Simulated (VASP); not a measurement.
# Pt (Fm-3m) in VASP: notebook

Pt is run at these levels: r2SCAN; tasks: single point, relaxation of cell and atoms.

Everything below comes from runs of VASP 6.6.1. Logs are shortened: lines on timing, memory, paths and dates and some standing lists are left out, and cuts for length are marked.

## 1. The cell of the first run

It takes space group Fm-3m (No. 225, cubic). Conventional cell: a = 3.941 Å, b = 3.941 Å, c = 3.941 Å, α = 90.00°, β = 90.00°, γ = 90.00°. Pt (site symmetry m-3m) has 12 Pt at 2.79 Å within 3.7 Å.

## 2. Single point, r2SCAN

The input, POSCAR:

```
Pt
1.0
    0.0000000000      1.9704577940      1.9704577940
    1.9704577940      0.0000000000      1.9704577940
    1.9704577940      1.9704577940      0.0000000000
Pt
1
Direct
    0.0000000000      0.0000000000      0.0000000000
```

The input, INCAR.step1:

```
SYSTEM = Pt
PREC = Accurate ; ENCUT = 520
ISMEAR = -1 ; SIGMA = 0.05
LREAL = .FALSE. ; LASPH = .TRUE.
NELM = 100 ; NBANDS = 11
GGA = PE ; ALGO = Normal
EDIFF = 1E-4 ; LWAVE = .TRUE.
LCHARG = .FALSE.
```

The input, INCAR.step2:

```
SYSTEM = Pt
PREC = Accurate ; ENCUT = 520
EDIFF = 1E-7 ; ISMEAR = -1
SIGMA = 0.05 ; LREAL = .FALSE.
LASPH = .TRUE. ; NELM = 100
ALGO = Normal ; ISIF = 2
LWAVE = .FALSE. ; LCHARG = .FALSE.
METAGGA = R2SCAN ; LMIXTAU = .TRUE.
NBANDS = 11 ; ISTART = 1
```

The input, KPOINTS:

```
regular mesh
0
G
  10 10 10
  0 0 0
```

Potentials or basis: VASP PAW PBE potentials, release 64 (Pt).

Started as:

```sh
$ cat potpaw_PBE.64/Pt/POTCAR > POTCAR
$ cp INCAR.step1 INCAR
$ mpirun -np 1 vasp_std > vasp.out
$ cp INCAR.step2 INCAR
$ mpirun -np 1 vasp_std > vasp.out
```

OUTCAR:

```text
SYSTEM = Pt
   PREC = Accurate
   ENCUT = 520
   EDIFF = 1E-7
   ISMEAR = -1
   LREAL = .FALSE.
   LASPH = .TRUE.
   NELM = 100
   ISIF = 2
   METAGGA = R2SCAN
   ISTART = 1

 ion  position               nearest neighbor table
   1  0.000  0.000  0.000-

  LATTYP: Found a face centered cubic cell.
 ALAT       =     3.9409155880

  Lattice vectors:

 A1 = (   0.0000000000,   1.9704577940,   1.9704577940)
 A2 = (   1.9704577940,   0.0000000000,   1.9704577940)
 A3 = (   1.9704577940,   1.9704577940,   0.0000000000)

Analysis of symmetry for initial positions (statically):
=====================================================================
 Subroutine PRICEL returns:
 Original cell was already a primitive cell.

 Routine SETGRP: Setting up the symmetry group for a
 face centered cubic supercell.

 Subroutine GETGRP returns: Found 48 space group operations
 (whereof 48 operations were pure point group operations)
 out of a pool of 48 trial point group operations.

The static configuration has the point symmetry O_h .

Analysis of symmetry for dynamics (positions and initial velocities):
=====================================================================
 Subroutine PRICEL returns:
 Original cell was already a primitive cell.

 Routine SETGRP: Setting up the symmetry group for a
 face centered cubic supercell.

 Subroutine GETGRP returns: Found 48 space group operations
 (whereof 48 operations were pure point group operations)
 out of a pool of 48 trial point group operations.

The dynamic configuration has the point symmetry O_h .

 Subroutine INISYM returns: Found 48 space group operations
 (whereof 48 operations are pure point group operations),
 and found     1 'primitive' translations

----------------------------------------------------------------------------------------

                                     Primitive cell

  volume of cell :      15.3014

  direct lattice vectors                    reciprocal lattice vectors
     0.000000000  1.970457794  1.970457794    -0.253748140  0.253748140  0.253748140
     1.970457794  0.000000000  1.970457794     0.253748140 -0.253748140  0.253748140
     1.970457794  1.970457794  0.000000000     0.253748140  0.253748140 -0.253748140

  length of vectors
     2.786648136  2.786648136  2.786648136     0.439504671  0.439504671  0.439504671

  position of ions in fractional coordinates (direct lattice)
     0.000000000  0.000000000  0.000000000

  ion indices of the primitive-cell ions
   primitive index   ion index
                 1           1

----------------------------------------------------------------------------------------

 KPOINTS: regular mesh

Automatic generation of k-mesh.
 Grid dimensions read from file:
 generate k-points for:   10   10   10

 Generating k-lattice:

  Cartesian coordinates                     Fractional coordinates (reciprocal lattice)
    -0.025374814  0.025374814  0.025374814     0.100000000  0.000000000  0.000000000
     0.025374814 -0.025374814  0.025374814     0.000000000  0.100000000  0.000000000
     0.025374814  0.025374814 -0.025374814     0.000000000  0.000000000  0.100000000

  Length of vectors
     0.043950467  0.043950467  0.043950467

  Shift w.r.t. Gamma in fractional coordinates (k-lattice)
     0.000000000  0.000000000  0.000000000

 Subroutine IBZKPT returns following result:
 ===========================================

 Found     47 irreducible k-points:

 Following reciprocal coordinates:
            Coordinates               Weight
  0.000000  0.000000  0.000000      1.000000
  0.100000  0.000000  0.000000      8.000000
  0.200000  0.000000  0.000000      8.000000
  0.300000  0.000000  0.000000      8.000000
  0.400000  0.000000  0.000000      8.000000
  0.500000  0.000000  0.000000      4.000000
[... 16 lines left out ...]
  0.300000  0.300000  0.000000      6.000000
  0.400000  0.300000  0.000000     24.000000
 [... further k-points ...]
   k-points           NKPTS =     47   k-points in BZ     NKDIM =     47   number of bands    NBANDS=     11
   number of dos      NEDOS =    301   number of ions     NIONS =      1
   total plane-waves  NPLWV =  13824
   dimension x,y,z NGX =    24 NGY =   24 NGZ =   24
   dimension x,y,z NGXF=    48 NGYF=   48 NGZF=   48
   ions per type =               1
   NGX,Y,Z   is equivalent  to a cutoff of  14.32, 14.32, 14.32 a.u.
   NGXF,Y,Z  is equivalent  to a cutoff of  28.64, 28.64, 28.64 a.u.
 SYSTEM =  Pt
   PREC   = accura    normal or accurate (medium, high low for compatibility)
   ISTART =      1    job   : 0-new  1-cont  2-samecut
   ICHARG =      0    charge: 1-file 2-atom 10-const
   ISPIN  =      1    spin polarized calculation?
   LNONCOLLINEAR =      F non collinear calculations
   LSORBIT =      F    spin-orbit coupling
   LASPH  =      T    aspherical Exc in radial PAW
   ENCUT  =  520.0 eV  38.22 Ry    6.18 a.u.   5.18  5.18  5.18*2*pi/ulx,y,z
   NELM   =    100;   NELMIN=  2; NELMDL=  0     # of ELM steps
   EDIFF  = 0.1E-06   stopping-criterion for ELM
   LREAL  =      F    real-space projection
   EDIFFG = 0.1E-05   stopping-criterion for IOM
   NSW    =      0    number of steps for IOM
   IBRION =     -1    ionic relax: 0-MD 1-quasi-New 2-CG
   NFREE  =      0    steps in history (QN), initial steepest desc. (CG)
   ISIF   =      2    stress and relaxation
   ISYM   =      2    0-nonsym 1-usesym 2-fastsym
   POTIM  = 0.5000    time-step for ionic-motion
   TEBEG  =    0.0;   TEEND  =   0.0 temperature during run
   PSTRESS=    0.0 pullay stress
   NELECT =      10.0000    total number of electrons
   NUPDOWN=      -1.0000    fix difference up-down
   EMIN   =  10.00;   EMAX   =-10.00  energy-range for DOS
   EFERMI =   0.00;   METHOD = LEGACY
   ISMEAR =    -1;   SIGMA  =   0.05  broadening in eV -4-tet -1-fermi 0-gaus
   EFERMI_NEDOS =   21; number of points for ismear=-14 and -15
   IALGO  =     38    algorithm
   IMIX   =      4    mixing-type and parameters
     AMIX     =   0.40;   BMIX     =  1.00
     AMIX_MAG =   1.60;   BMIX_MAG =  1.00
  volume/ion in A,a.u.               =      15.30       103.26
  Fermi-wavevector in a.u.,A,eV,Ry     =   1.420685  2.684705 27.461250  2.018345
  Thomas-Fermi vector in A             =   2.541574
   LORBIT       =      0    0 simple, 1 ext, 2 COOP (PROOUT), +10 PAW based schemes
   METAGGA = R2SCAN    functional components
   LHFCALC =     F    Hartree Fock is set to
   AEXX    =    0.0000 exact exchange contribution
   IVDW    =     0    specifies the selected vdW correction
   LEPSILON=     F    determine dielectric tensor
   LRPA    =     F    only Hartree local field effects (RPA)
 non-spin polarized calculation
  energy-cutoff  :      520.00
  volume of cell :       15.30
 maximum number of plane-waves:       424
 NGX is ok and might be reduce to    24
   NGX = 11   NGY = 11   NGZ = 11

 number of electron      10.0000001 magnetization

 Free energy of the ion-electron system (eV)
  ---------------------------------------------------
  ext. energy  EPLUGINS =         0.00000000
  ---------------------------------------------------
  free energy    TOTEN  =       -51.48986219 eV

  energy without entropy =      -51.47807984  energy(sigma->0) =      -51.48397102

 E-fermi :  10.7497     XC(G=0): -14.5334

 val. band max:       10.6856241664   @ k =   0.4000   0.1000   0.0000
 cond. band min:      10.7631124115   @ k =   0.5000   0.0000   0.0000
 fundamental gap:      0.0774882451
 Fermi energy:        10.7497190628

 k-point     1 :       0.0000    0.0000    0.0000
  band No.  band energies     occupation
      1       0.4098      2.00000
      2       6.9149      2.00000
      3       6.9149      2.00000
      4       6.9149      2.00000
      5       9.0294      2.00000
      6       9.0294      2.00000
      7      26.2596      0.00000
      8      31.3446      0.00000
      9      31.3446      0.00000
     10      31.3446      0.00000
     11      37.1582      0.00000

 k-point     2 :       0.1000    0.0000    0.0000
  band No.  band energies     occupation
      1       0.8174      2.00000
      2       6.7472      2.00000
      3       7.0676      2.00000
      4       7.0676      2.00000
      5       8.9545      2.00000
      6       8.9545      2.00000
      7      26.8574      0.00000
      8      29.5528      0.00000
      9      31.9540      0.00000
     10      31.9540      0.00000
     11      38.5705      0.00000

 k-point     3 :       0.2000    0.0000    0.0000
  band No.  band energies     occupation
      1       1.8916      2.00000
      2       6.5030      2.00000
      3       7.2944      2.00000
      4       7.2944      2.00000
      5       8.9995      2.00000
      6       8.9995      2.00000
      7      26.4550      0.00000
      8      27.9728      0.00000
      9      33.5541      0.00000
     10      33.5541      0.00000
     11      35.8380      0.00000

 k-point     4 :       0.3000    0.0000    0.0000
  band No.  band energies     occupation
      1       2.9756      2.00000
      2       7.0060      2.00000
      3       7.1764      2.00000
      4       7.1764      2.00000
      5       9.6055      2.00000
      6       9.6055      2.00000
      7      22.8448      0.00000
      8      27.4973      0.00000
      9      33.8115      0.00000
     10      33.8115      0.00000
     11      36.0735      0.00000
[... 239 lines left out ...]
 k-point    22 :      -0.2000    0.2000    0.0000
  band No.  band energies     occupation
      1       3.8744      2.00000
      2       5.9562      2.00000
      3       6.9502      2.00000
      4       8.0666      2.00000
      5       8.3388      2.00000
      6      11.1515      0.00065
      7      24.0827      0.00000
      8      26.6284      0.00000
      9      30.0912      0.00000
     10      32.5286      0.00000
     11      35.6769      0.00000

 k-point    23 :       0.3000    0.3000    0.0000
  band No.  band energies     occupation
      1       3.7892      2.00000
      2       4.8820      2.00000
      3       8.0248      2.00000
      4       9.2595      2.00000
      5       9.2595      2.00000
      6      10.0642      2.00000
      7      26.9129      0.00000
      8      26.9129      0.00000
      9      28.1469      0.00000
     10      30.7040      0.00000
     11      31.8924      0.00000

 k-point    24 :       0.4000    0.3000    0.0000
  band No.  band energies     occupation
      1       4.0924      2.00000
      2       4.6932      2.00000
      3       8.1275      2.00000
      4       9.4054      2.00000
      5      10.6472      1.77217
      6      11.0215      0.00868
      7      23.2632      0.00000
      8      25.6929      0.00000
      9      26.1340      0.00000
     10      31.5611      0.00000
     11      33.6980      0.00000

 [... further k-points ...]

------------------------ aborting loop because EDIFF is reached ----------------------------------------

  FORCE on cell =-STRESS in cart. coord.  units (eV):
  Direction    XX          YY          ZZ          XY          YZ          ZX
  --------------------------------------------------------------------------------------
  -------------------------------------------------------------------------------------
  Total        0.0658610      0.0658610      0.0658610      0.0000000      0.0000000      0.0000000
  in kB        6.8961621      6.8961621      6.8961621      0.0000000      0.0000000      0.0000000
  external PRESSURE =       6.8961621 kB  Pullay stress =       0.0000000 kB

 VOLUME and BASIS-vectors are now :
 -----------------------------------------------------------------------------
  energy-cutoff  :      520.00
  volume of cell :       15.30
      direct lattice vectors                 reciprocal lattice vectors
     0.000000000  1.970457794  1.970457794    -0.253748140  0.253748140  0.253748140
     1.970457794  0.000000000  1.970457794     0.253748140 -0.253748140  0.253748140
     1.970457794  1.970457794  0.000000000     0.253748140  0.253748140 -0.253748140

 POSITION                                       TOTAL-FORCE (eV/Angst)
 -----------------------------------------------------------------------------------
      0.00000      0.00000      0.00000         0.000000      0.000000      0.000000
 -----------------------------------------------------------------------------------
    total drift:                                0.000000      0.000000      0.000000

  FREE ENERGIE OF THE ION-ELECTRON SYSTEM (eV)
  ---------------------------------------------------
  free  energy   TOTEN  =       -51.4898621949 eV

  energy  without entropy=      -51.4780798419  energy(sigma->0) =      -51.48397102
```

It took 13 s on 1 thread of Intel Xeon 6975P-C (Granite Rapids), shared host; peak memory 0.15 GiB.

What came out:

| Property | Result |
| --- | --- |
| Free energy | -51.4899 eV |
| Pressure | 0.7 GPa |
| Band gap on the k mesh | zero (band 5 reaches 11.25 eV, above the bottom of band 6 at 8.95 eV) |

Levels at points of the mesh, in eV from the Fermi level:
| k point | band 1 | band 2 | band 3 | band 4 | band 5 | band 6 | band 7 | band 8 | band 9 | band 10 |
| --- | --- | --- | --- | --- | --- | --- | --- | --- | --- | --- |
| (0.00, 0.00, 0.00) | -10.34 | -3.83 | -3.83 | -3.83 | -1.72 | -1.72 | 15.51 | 20.59 | 20.59 | 20.59 |
| (0.50, 0.00, 0.00) | -7.43 | -3.93 | -3.93 | -0.25 | 0.01 | 0.01 | 6.04 | 15.15 | 19.84 | 19.84 |
| (0.50, 0.50, 0.00) | -7.15 | -6.72 | -0.07 | 0.50 | 0.50 | 1.97 | 9.17 | 11.97 | 11.97 | 21.09 |

Caveat: the PAW data sets were made with another functional, which shifts forces and pressure a little; spin-orbit coupling is left out, which moves the levels of the heavy elements.

## 3. Relaxation of cell and atoms, r2SCAN

This run uses another cell than the first one, of 15.08 Å³/atom, 0.986 times its volume.

The input, POSCAR:

```
Pt
1.0
    0.0000000000      1.9609000000      1.9609000000
    1.9609000000      0.0000000000      1.9609000000
    1.9609000000      1.9609000000      0.0000000000
Pt
1
Direct
    0.0000000000      0.0000000000      0.0000000000
```

The input, INCAR.step1:

```
SYSTEM = Pt
PREC = Accurate ; ENCUT = 600
ISMEAR = -1 ; SIGMA = 0.05
LREAL = .FALSE. ; LASPH = .TRUE.
NELM = 80 ; GGA = PE
ALGO = Normal ; EDIFF = 1E-4
LWAVE = .TRUE. ; LCHARG = .FALSE.
```

The input, INCAR.step2:

```
SYSTEM = Pt
PREC = Accurate ; ENCUT = 600
EDIFF = 1E-7 ; ISMEAR = -1
SIGMA = 0.05 ; LREAL = .FALSE.
LASPH = .TRUE. ; NELM = 80
ALGO = Normal ; ISIF = 3
LWAVE = .FALSE. ; LCHARG = .FALSE.
METAGGA = R2SCAN ; LMIXTAU = .TRUE.
IBRION = 2 ; NSW = 80
EDIFFG = -0.02 ; ISTART = 1
```

KPOINTS is that of step 2.

Potentials or basis: VASP PAW PBE potentials, release 64 (Pt).

Started as:

```sh
$ cat potpaw_PBE.64/Pt/POTCAR > POTCAR
$ cp INCAR.step1 INCAR
$ mpirun -np 1 vasp_std > vasp.out
$ cp INCAR.step2 INCAR
$ mpirun -np 1 vasp_std > vasp.out
```

Wall time 30 s (1 thread of Intel Xeon 6975P-C (Granite Rapids), shared host); peak memory 0.16 GiB.

It converged, with:

```
Free energy                            : -51.4890 eV
Relaxed volume                         : 15.35 Å³/atom
Relaxed cell                           : a = 2.789 Å, b = 2.789 Å, c = 2.789 Å, α = 60.00°, β = 60.00°, γ = 60.00°
Space group after relaxing (to 0.05 Å) : Fm-3m (No. 225)
Energy gained by relaxing              : 4.0 meV/atom
Ionic steps                            : 3
Pressure after relaxing                : -0.1 GPa
Band gap on the k mesh                 : zero (band 5 reaches 11.19 eV, above the bottom of band 6 at 8.91 eV)
```

The path:
```csv
step,energy change (eV),largest force (eV/Å),pressure (GPa),volume (Å³)
1,0.0000,0.0000,4.95,15.08
2,0.0261,0.0000,-11.66,16.12
3,-0.0040,0.0000,-0.07,15.35
```

Final structure:
```
CELL_PARAMETERS angstrom
0.00000 1.97243 1.97243
1.97243 0.00000 1.97243
1.97243 1.97243 0.00000
ATOMIC_POSITIONS crystal
Pt 0.00000 0.00000 0.00000
```

Levels at points of the mesh, in eV from the Fermi level:
```csv
k point,band 3,band 4,band 5,band 6,band 7,band 8
"(0.00, 0.00, 0.00)",-3.82,-3.82,-1.71,-1.71,15.52,20.59
"(0.50, 0.00, 0.00)",-3.91,-0.24,0.01,0.01,6.01,15.16
"(0.50, 0.50, 0.00)",-0.07,0.49,0.49,1.97,9.14,11.96
```

Caveat: the PAW data sets were made with another functional, which shifts forces and pressure a little; spin-orbit coupling is left out, which moves the levels of the heavy elements.
